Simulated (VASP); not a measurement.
Input of a VASP 6.6.1 run:

INCAR

```
PREC = Accurate ; ENCUT = 520
EDIFF = 1E-6 ; ISMEAR = 0
SIGMA = 0.014 ; LREAL = F
LASPH = T ; NELM = 100
ALGO = Normal ; ISIF = 2
LWAVE = F ; LCHARG = F
GGA = PE ; NBANDS = 43
```

The input KPOINTS:

```
regular mesh
0
Gamma
  7 7 4
```

POSCAR

```
Si2W
1.0
    4.6168523821      0.0000000000      0.0000000000
   -2.3084261911      3.9983114484      0.0000000000
    0.0000000000      0.0000000000      6.6532220000
W Si
3 6
Direct
    0.5000000000      0.0000000000      0.5000000000
    0.5000000000      0.5000000000      0.8333333333
    0.0000000000      0.5000000000      0.1666666667
    0.3272520000      0.1636260000      0.1666666667
    0.8363740000      0.1636260000      0.8333333333
    0.1636260000      0.3272520000      0.5000000000
    0.6727480000      0.8363740000      0.1666666667
    0.1636260000      0.8363740000      0.8333333333
    0.8363740000      0.6727480000      0.5000000000
```

Potentials or basis: VASP PAW PBE potentials, release 64 (W_sv, Si).

Launch:

```bash
$ cat potpaw_PBE.64/W_sv/POTCAR potpaw_PBE.64/Si/POTCAR > POTCAR
$ mpirun -np 1 vasp_std > vasp.out
```

Problem. Estimate the pressure.

Solution. -0.4 GPa.

Problem. Estimate the band gap on the k mesh.

Solution. 0.22 eV (least direct gap 0.68 eV).

Stress tensor (GPa, compression positive):
```
-0.34  0.00  0.00
 0.00 -0.34  0.00
 0.00  0.00 -0.57
```

Caveat: spin-orbit coupling is left out, which moves the levels of the heavy elements. A k mesh can miss the band edges.
